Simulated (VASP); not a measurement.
# SrB3Pt (Pm-3m) in VASP: single point with PBE

Aim: the single point of SrB3Pt with PBE.

All numbers are computed with VASP 6.6.1; they aren't measurements. Logs are shortened: lines on timing, memory, paths and dates and some standing lists are left out, and cuts for length are marked.

## (1) The cell of the first run

Symmetry: Pm-3m, No. 221, cubic system. Conventional cell: a = 3.951 Å, b = 3.951 Å, c = 3.951 Å, α = 90.00°, β = 90.00°, γ = 90.00°. Sr (site symmetry m-3m) has 12 B at 2.79 Å and 8 Pt at 3.42 Å within 3.7 Å. B (site symmetry 4/mmm) has 2 Pt at 1.98 Å within 2.6 Å. Within 2.6 Å of Pt (site symmetry m-3m) lie 6 B at 1.98 Å.

## (2) Single point, PBE

Input file INCAR:

```
SYSTEM = SrB3Pt
PREC = Accurate ; ENCUT = 500
EDIFF = 1E-6 ; ISMEAR = 0
SIGMA = 0.1 ; LREAL = .False.
LASPH = .True. ; NELM = 120
ALGO = Normal ; ISIF = 2
LWAVE = .False. ; LCHARG = .False.
GGA = PE ; NBANDS = 22
GGA_COMPAT = .False.
```

Input file KPOINTS:

```
regular mesh
0
Gamma
  4 4 4
  0 0 0
```

Input file POSCAR:

```
SrB3Pt
1.0
    3.9510399300      0.0000000000      0.0000000000
    0.0000000000      3.9510399300      0.0000000000
    0.0000000000      0.0000000000      3.9510399300
Sr B Pt
1 3 1
Direct
    0.0000000000      0.0000000000      0.0000000000
    0.0000000000      0.5000000000      0.5000000000
    0.5000000000      0.0000000000      0.5000000000
    0.5000000000      0.5000000000      0.0000000000
    0.5000000000      0.5000000000      0.5000000000
```

Potentials or basis: VASP PAW PBE potentials, release 64 (Sr_sv, B, Pt).

The run is started by

```bash
$ cat potpaw_PBE.64/Sr_sv/POTCAR potpaw_PBE.64/B/POTCAR potpaw_PBE.64/Pt/POTCAR > POTCAR
$ mpirun -np 1 vasp_std > vasp.out
```

OUTCAR:

```text
SYSTEM = SrB3Pt
   PREC = Accurate
   ENCUT = 500
   EDIFF = 1E-6
   ISMEAR = 0
   LREAL = .False.
   LASPH = .True.
   NELM = 120
   ISIF = 2
   GGA = PE

 ion  position               nearest neighbor table
   1  0.000  0.000  0.000-   2 2.79   3 2.79   4 2.79   2 2.79   3 2.79   2 2.79   4 2.79   2 2.79
                             3 2.79   4 2.79   3 2.79   4 2.79   5 3.42   5 3.42   5 3.42   5 3.42
   2  0.000  0.500  0.500-   5 1.98   5 1.98   1 2.79   1 2.79   1 2.79   1 2.79
   3  0.500  0.000  0.500-   5 1.98   5 1.98   1 2.79   1 2.79   1 2.79   1 2.79
   4  0.500  0.500  0.000-   5 1.98   5 1.98   1 2.79   1 2.79   1 2.79   1 2.79
   5  0.500  0.500  0.500-   2 1.98   3 1.98   4 1.98   4 1.98   3 1.98   2 1.98   1 3.42   1 3.42
                             1 3.42   1 3.42   1 3.42   1 3.42   1 3.42   1 3.42

  LATTYP: Found a simple cubic cell.
 ALAT       =     3.9510399300

  Lattice vectors:

 A1 = (   3.9510399300,   0.0000000000,   0.0000000000)
 A2 = (   0.0000000000,   3.9510399300,   0.0000000000)
 A3 = (   0.0000000000,   0.0000000000,   3.9510399300)

Analysis of symmetry for initial positions (statically):
=====================================================================
 Subroutine PRICEL returns:
 Original cell was already a primitive cell.

 Routine SETGRP: Setting up the symmetry group for a
 simple cubic supercell.

 Subroutine GETGRP returns: Found 48 space group operations
 (whereof 48 operations were pure point group operations)
 out of a pool of 48 trial point group operations.

The static configuration has the point symmetry O_h .

Analysis of symmetry for dynamics (positions and initial velocities):
=====================================================================
 Subroutine PRICEL returns:
 Original cell was already a primitive cell.

 Routine SETGRP: Setting up the symmetry group for a
 simple cubic supercell.

 Subroutine GETGRP returns: Found 48 space group operations
 (whereof 48 operations were pure point group operations)
 out of a pool of 48 trial point group operations.

The dynamic configuration has the point symmetry O_h .

 Subroutine INISYM returns: Found 48 space group operations
 (whereof 48 operations are pure point group operations),
 and found     1 'primitive' translations

----------------------------------------------------------------------------------------

                                     Primitive cell

  volume of cell :      61.6786
[... 81 lines left out ...]
   LREAL  =      F    real-space projection
   EDIFFG = 0.1E-04   stopping-criterion for IOM
   NSW    =      0    number of steps for IOM
   IBRION =     -1    ionic relax: 0-MD 1-quasi-New 2-CG
   NFREE  =      0    steps in history (QN), initial steepest desc. (CG)
   ISIF   =      2    stress and relaxation
   ISYM   =      2    0-nonsym 1-usesym 2-fastsym
   POTIM  = 0.5000    time-step for ionic-motion
   TEBEG  =    0.0;   TEEND  =   0.0 temperature during run
   PSTRESS=    0.0 pullay stress
   NELECT =      29.0000    total number of electrons
   NUPDOWN=      -1.0000    fix difference up-down
   EMIN   =  10.00;   EMAX   =-10.00  energy-range for DOS
   EFERMI =   0.00;   METHOD = LEGACY
   ISMEAR =     0;   SIGMA  =   0.10  broadening in eV -4-tet -1-fermi 0-gaus
   EFERMI_NEDOS =   21; number of points for ismear=-14 and -15
   IALGO  =     38    algorithm
   IMIX   =      4    mixing-type and parameters
     AMIX     =   0.40;   BMIX     =  1.00
     AMIX_MAG =   1.60;   BMIX_MAG =  1.00
  volume/ion in A,a.u.               =      12.34        83.25
  Fermi-wavevector in a.u.,A,eV,Ry     =   1.273003  2.405627 22.048738  1.620537
  Thomas-Fermi vector in A             =   2.405850
   LORBIT       =      0    0 simple, 1 ext, 2 COOP (PROOUT), +10 PAW based schemes
   GGA     = PE    functional components
   LHFCALC =     F    Hartree Fock is set to
   AEXX    =    0.0000 exact exchange contribution
   IVDW    =     0    specifies the selected vdW correction
   LEPSILON=     F    determine dielectric tensor
   LRPA    =     F    only Hartree local field effects (RPA)
 non-spin polarized calculation
 Gauss-broadening in eV      SIGMA  =   0.10
  energy-cutoff  :      500.00
  volume of cell :       61.68
 maximum number of plane-waves:      1596
 NGX is ok and might be reduce to    30
   NGX = 15   NGY = 15   NGZ = 15

 number of electron      29.0000002 magnetization

 Free energy of the ion-electron system (eV)
  ---------------------------------------------------
  ext. energy  EPLUGINS =         0.00000000
  ---------------------------------------------------
  free energy    TOTEN  =       -22.88752470 eV

  energy without entropy =      -22.85818248  energy(sigma->0) =      -22.87285359

 E-fermi :   8.1330     XC(G=0): -11.6411

 val. band max:        8.1312235050   @ k =   0.5000   0.2500   0.0000
 cond. band min:       8.1516095201   @ k =   0.5000   0.0000   0.0000
 fundamental gap:      0.0203860151
 Fermi energy:         8.1329742835

 k-point     1 :       0.0000    0.0000    0.0000
  band No.  band energies     occupation
      1     -26.6122      2.00000
      2      -8.8231      2.00000
      3      -8.8231      2.00000
      4      -8.8231      2.00000
      5      -4.8122      2.00000
      6      -2.2555      2.00000
[... 239 lines left out ...]
     21      14.8497      0.00000
     22      14.8497      0.00000

------------------------ aborting loop because EDIFF is reached ----------------------------------------

  FORCE on cell =-STRESS in cart. coord.  units (eV):
  Direction    XX          YY          ZZ          XY          YZ          ZX
  --------------------------------------------------------------------------------------
  -------------------------------------------------------------------------------------
  Total       14.7956387     14.7956387     14.7956387      0.0000000      0.0000000      0.0000000
  in kB      384.3350966    384.3350966    384.3350966      0.0000000      0.0000000      0.0000000
  external PRESSURE =     384.3350966 kB  Pullay stress =       0.0000000 kB

 VOLUME and BASIS-vectors are now :
 -----------------------------------------------------------------------------
  energy-cutoff  :      500.00
  volume of cell :       61.68
      direct lattice vectors                 reciprocal lattice vectors
     3.951039930  0.000000000  0.000000000     0.253097923  0.000000000  0.000000000
     0.000000000  3.951039930  0.000000000     0.000000000  0.253097923  0.000000000
     0.000000000  0.000000000  3.951039930     0.000000000  0.000000000  0.253097923

 POSITION                                       TOTAL-FORCE (eV/Angst)
 -----------------------------------------------------------------------------------
      0.00000      0.00000      0.00000         0.000000      0.000000      0.000000
      0.00000      1.97552      1.97552         0.000000      0.000000      0.000000
      1.97552      0.00000      1.97552         0.000000      0.000000      0.000000
      1.97552      1.97552      0.00000         0.000000      0.000000      0.000000
      1.97552      1.97552      1.97552         0.000000      0.000000      0.000000
 -----------------------------------------------------------------------------------
    total drift:                                0.000000      0.000000     -0.000000

  FREE ENERGIE OF THE ION-ELECTRON SYSTEM (eV)
  ---------------------------------------------------
  free  energy   TOTEN  =       -22.8875247005 eV

  energy  without entropy=      -22.8581824815  energy(sigma->0) =      -22.87285359
```

It took 15 s on 1 thread of Intel Xeon Platinum 8488C (Sapphire Rapids), shared host; peak memory 0.17 GiB.

Results:

```yaml
Free_energy: -22.8875 eV
Pressure: 38.4 GPa
```

Caveat: the k points lie up to 0.40 Å⁻¹ apart; spin-orbit coupling is left out, which moves the levels of the heavy elements.
